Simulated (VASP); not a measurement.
Input of a VASP 6.6.1 run:

The input INCAR:

```
SYSTEM = Mn
PREC = Accurate
ENCUT = 520
EDIFF = 1E-6
ISMEAR = -1
SIGMA = 0.05
LREAL = .False.
LASPH = .True.
NELM = 150
ALGO = Normal
ISIF = 2
LWAVE = .False.
LCHARG = .False.
ISPIN = 2
MAGMOM = -0.6
LORBIT = 11
LMAXMIX = 4
GGA = PS
NBANDS = 16
```

File KPOINTS:

```
regular mesh
0
Gamma
  18 18 18
  0 0 0
```

The input POSCAR:

```
Mn
1.0
   -1.4142777538      1.4142777538      1.4142777538
    1.4142777538     -1.4142777538      1.4142777538
    1.4142777538      1.4142777538     -1.4142777538
Mn
1
Direct
    0.0000000000      0.0000000000      0.0000000000
```

Potentials or basis: VASP PAW PBE potentials, release 64 (Mn_pv).

The run is started by

```console
$ cat potpaw_PBE.64/Mn_pv/POTCAR > POTCAR
$ mpirun -np 1 vasp_std > vasp.out
```

(1) What does it give for the site moments?

(2) What does it give for the pressure?

Answers

(1) Mn -0.92 μB.

(2) -17.4 GPa.

Caveat: the cell stands under tension; the PAW data sets were made with another functional, which shifts forces and pressure a little.
